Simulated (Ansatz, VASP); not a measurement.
## Os in VASP and in Ansatz

Contents of INCAR:

```
SYSTEM = Os
PREC     = Accurate       ! precision mode
ENCUT    = 520            ! plane-wave cutoff, eV
EDIFF    = 1E-6           ! SCF threshold, eV
ISMEAR   = -1             ! smearing method
SIGMA    = 0.1            ! smearing width, eV
LREAL    = .False.        ! projectors in reciprocal space
LASPH    = .True.         ! aspherical terms in the spheres
NELM     = 150            ! most SCF steps
ALGO     = Normal         ! electronic algorithm
ISIF     = 2              ! what is computed and relaxed
LWAVE    = .False.        ! write WAVECAR
LCHARG   = .False.        ! write CHGCAR
MAGMOM   = 0 0 0 0 0 0    ! initial moments
LORBIT   = 11             ! projections on sites
LSORBIT  = .True.         ! spin-orbit coupling
GGA_COMPAT= .False.      
LORBMOM  = .True.       
LMAXMIX  = 4              ! l up to which the mixer works
GGA      = B5             ! functional
ALDAX    = 1.0          
AGGAX    = 1.0          
AGGAC    = 1.0          
ALDAC    = 0.0          
NBANDS   = 28             ! bands
```

File KPOINTS:

```
regular mesh
0
Gamma
  13 13 7
  0 0 0
```

File POSCAR:

```
Os
1.0
    2.7979514778      0.0000000000      0.0000000000
   -1.3989757389      2.4230970584      0.0000000000
    0.0000000000      0.0000000000      4.3983000374
Os
2
Direct
    0.3333333333      0.6666666667      0.2500000000
    0.6666666667      0.3333333333      0.7500000000
```

Input for Ansatz:

```yaml
crystal:
  lattice:
    - [2.7979514778, 0.0, 0.0]
    - [-1.3989757389, 2.4230970584, 0.0]
    - [0.0, 0.0, 4.3983000374]
  atoms:
    - { symbol: Os, position: [0.3333333333, 0.6666666667, 0.25] }
    - { symbol: Os, position: [0.6666666667, 0.3333333333, 0.75] }
hamiltonian:
  xc: blyp
  pseudopotentials:
    kind: paw_fr
    azcp:
      Os: "pseudopotentials/Os.paw.azcp"
basis:
  ecutwfc: 420
  fft_grid_basis: typed
kpoints:
  mp_grid: { grid: [13, 13, 7], shift: [0, 0, 0] }
magnetization:
  noncollinear: true
  spin_orbit: true
scf:
  occupations: { method: fermi_dirac, width: 0.1 }
```

Alike in both runs: task single point; functional BLYP; k mesh 13 × 13 × 7; occupations fermi-dirac, width 0.1 eV; non-collinear spin, spin-orbit coupling.

|  | VASP | Ansatz |
| --- | --- | --- |
| version | VASP 6.6.1 | Ansatz 0.2.0 |
| potentials or method | VASP PAW PBE potentials, release 64 (Os), cutoff 520 eV | plane waves (420 eV) with PAW, fully relativistic with spin-orbit coupling |
| valence electrons in the cell | 16 | 32 |

```csv
,VASP,Ansatz,Ansatz less VASP
net moment per atom (μB),0.00,0.00,0.000
```

VASP's potentials were made for PBE, not for BLYP. With one functional, cell and mesh, what is left measures potentials, basis and numerics. VASP's potentials hold 16 valence electrons a cell and Ansatz's 32, so a difference there can come from the potentials and not from the codes.
